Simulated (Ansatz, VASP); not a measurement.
## One calculation of Mo3W, two programs

File INCAR:

```
SYSTEM = Mo3W
PREC     = Accurate       ! precision mode
ENCUT    = 500            ! plane-wave cutoff, eV
EDIFF    = 1E-7           ! SCF threshold, eV
ISMEAR   = 0              ! smearing method
SIGMA    = 0.1            ! smearing width, eV
LREAL    = .False.        ! projectors in reciprocal space
LASPH    = .True.         ! aspherical terms in the spheres
NELM     = 120            ! most SCF steps
ALGO     = Normal         ! electronic algorithm
ISIF     = 3              ! what is computed and relaxed
LWAVE    = .False.        ! write WAVECAR
LCHARG   = .False.        ! write CHGCAR
GGA      = PE             ! functional
IBRION   = 2              ! ionic algorithm
NSW      = 100            ! ionic steps
EDIFFG   = -0.01          ! ionic threshold
GGA_COMPAT= .False.      
NELMIN   = 4
```

The input KPOINTS:

```
Automatic mesh
0
Gamma
  10 10 14
  0 0 0
```

POSCAR

```
Mo3W
1.0
    4.4755725067      0.0000000000      0.0000000000
    0.0000000000      4.4755725067      0.0000000000
    0.0000000000      0.0000000000      3.1754520637
Mo W
3 1
Direct
    0.0000000000      0.5000000000      0.5000000000
    0.5000000000      0.0000000000      0.5000000000
    0.5000000000      0.5000000000      0.0000000000
    0.0000000000      0.0000000000      0.0000000000
```

Input for Ansatz:

```yaml
crystal:
  lattice:
    - [4.4755725067, 0.0, 0.0]
    - [0.0, 4.4755725067, 0.0]
    - [0.0, 0.0, 3.1754520637]
  atoms:
    - { symbol: Mo, position: [0.0, 0.5, 0.5] }
    - { symbol: Mo, position: [0.5, 0.0, 0.5] }
    - { symbol: Mo, position: [0.5, 0.5, 0.0] }
    - { symbol: W, position: [0.0, 0.0, 0.0] }
basis:
  ecutwfc: 420
kpoints:
  mp_grid: { grid: [10, 10, 14] }
hamiltonian:
  xc: pbe
scf:
  occupations: { method: gaussian, width: 0.1 }
output:
  forces: true
  stress: true
  eigenvalues: true
  write_density: true
  write_potential: true
  elf: true
  volumetric_format: npy
relax:
  adjacent_minimum: "off"
  f_tol: 0.01
  max_steps: 80
  cell: { stress_tol: 0.05 }
```

Alike in both runs: task relaxation of cell and atoms; functional PBE; k mesh 10 × 10 × 14; occupations gaussian, width 0.1 eV; no spin polarisation.

```csv
,VASP,Ansatz
version,VASP 6.6.1,Ansatz 0.2.0
potentials or method,"VASP PAW PBE potentials, release 64 (Mo_sv, W_sv), cutoff 500 eV","scalar-relativistic, plane waves, PAW"
valence electrons in the cell,56,56
```

Ansatz gave:

```
gap on the k mesh at the Fermi level, each at its own relaxed structure (eV) : none
relaxed volume (Å³/atom)                                                     : 15.88
relaxed length of the cell vector where the two differ most in proportion (Å)              : 4.478
```

Problem. Estimate VASP's values.

Solution. gap on the k mesh at the Fermi level, each at its own relaxed structure (eV): none; relaxed volume (Å³/atom): 15.91; relaxed length of the cell vector where the two differ most in proportion (Å): 4.481.

A gap of «none» marks a metal or a gap that the smearing closes.

Spin-orbit coupling is off throughout.
